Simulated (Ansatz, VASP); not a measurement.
# GaN: VASP beside Ansatz

The input INCAR:

```
ALGO     = Normal         # electronic algorithm
EDIFF    = 1E-6           # SCF threshold, eV
ENCUT    = 600            # plane-wave cutoff, eV
GGA      = PE             # functional
GGA_COMPAT= F            
ISIF     = 2              # what is computed and relaxed
ISMEAR   = 0              # smearing method
LASPH    = T              # aspherical terms in the spheres
LCHARG   = F              # write CHGCAR
LREAL    = F              # projectors in reciprocal space
LWAVE    = F              # write WAVECAR
NBANDS   = 26             # bands
NELM     = 120            # most SCF steps
PREC     = Accurate       # precision mode
SIGMA    = 0.01           # smearing width, eV
```

The input KPOINTS:

```
k-points
0
Gamma
  12 12 6
```

POSCAR

```
GaN
1.0
    3.2186242699      0.0000000000      0.0000000000
   -1.6093121350      2.7874103830      0.0000000000
    0.0000000000      0.0000000000      5.2435492390
Ga N
2 2
Direct
    0.3333333333      0.6666666667     -0.0553363965
    0.6666666667      0.3333333333      0.4446636035
    0.3333333333      0.6666666667      0.4323363965
    0.6666666667      0.3333333333      0.9323363965
```

Input for Ansatz:

```yaml
crystal:
  lattice:
    - [3.2186242699, 0.0, 0.0]
    - [-1.609312135, 2.787410383, 0.0]
    - [0.0, 0.0, 5.243549239]
  atoms:
    - { symbol: Ga, position: [0.3333333333, 0.6666666667, -0.0553363965] }
    - { symbol: Ga, position: [0.6666666667, 0.3333333333, 0.4446636035] }
    - { symbol: "N", position: [0.3333333333, 0.6666666667, 0.4323363965] }
    - { symbol: "N", position: [0.6666666667, 0.3333333333, 0.9323363965] }
basis:
  ecutwfc: 420
  xc_grid: 2
kpoints:
  mp_grid: { grid: [12, 12, 6] }
hamiltonian:
  xc: pbe
  pseudopotentials: { kind: paw, azcp: { folder: soft_1 } }
scf:
  occupations: { method: fixed }
output:
  forces: true
  stress: true
  eigenvalues: true
  polarization: {}
```

Change from the starting cell: polar distortion scaled by 0.10.

Alike in both runs: task single point; functional PBE; k mesh 12 × 12 × 6; no spin polarisation.

```csv
,VASP,Ansatz
version,VASP 6.6.1,Ansatz 0.2.0
potentials or method,"VASP PAW PBE potentials, release 64 (Ga_d, N), cutoff 600 eV","scalar-relativistic, plane waves, PAW"
occupations,"gaussian, width 0.01 eV",fixed
valence electrons in the cell,36,36
```

Ansatz gave:

```
gap on the k mesh at the Fermi level (eV)                     : 1.67
least direct gap on the mesh (eV)                             : 1.67
pressure (GPa)                                                : 8.9
traceless stress, the component that is largest in VASP (GPa) : -8.82
rms of the force components (eV/Å)                            : 0.184
```

Task: Which values does VASP return?

Result: gap on the k mesh at the Fermi level (eV): 1.67; least direct gap on the mesh (eV): 1.67; pressure (GPa): 8.6; traceless stress, the component that is largest in VASP (GPa): -8.63; rms of the force components (eV/Å): 0.183.

Atom by atom the forces differ by 0.001 eV/Å (rms over components).
